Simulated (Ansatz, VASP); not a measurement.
# Two plane-wave programs on MgO

```
Mg O
1.0
     3.52092    0.00000    0.00000
    -1.76046    3.04921    0.00000
     0.00000    0.00000    4.23708
Mg O
2 2
Cartesian
  1.7605 1.0164 3.1778
  0.0000 2.0328 1.0593
  1.7605 1.0164 1.0593
  0.0000 2.0328 3.1778
```

Alike in both runs: functional PBE; k mesh 6 × 6 × 4; occupations gaussian, width 0.1 eV; no spin polarisation.

Ansatz relaxed the structure, and its values are those at the end. VASP's run is a single point on that final structure, the one shown.

```csv
,VASP,Ansatz
version,VASP 6.6.1,Ansatz 0.2.0
potentials or method,"VASP PAW PBE potentials, release 64 (Mg, O), cutoff 520 eV","scalar-relativistic, plane waves, PAW"
valence electrons in the cell,16,32
```

|  | VASP | Ansatz | Ansatz less VASP |
| --- | --- | --- | --- |
| gap on the k mesh at the Fermi level (eV) | 3.26 | 3.28 | +0.018 |
| least direct gap on the mesh (eV) | 3.26 | 3.28 | +0.018 |
| pressure (GPa) | -0.5 | 0.0 | +0.50 |

With one functional, cell and mesh, what is left measures potentials, basis and numerics. VASP's potentials hold 16 valence electrons a cell and Ansatz's 32, so a difference there can come from the potentials and not from the codes.
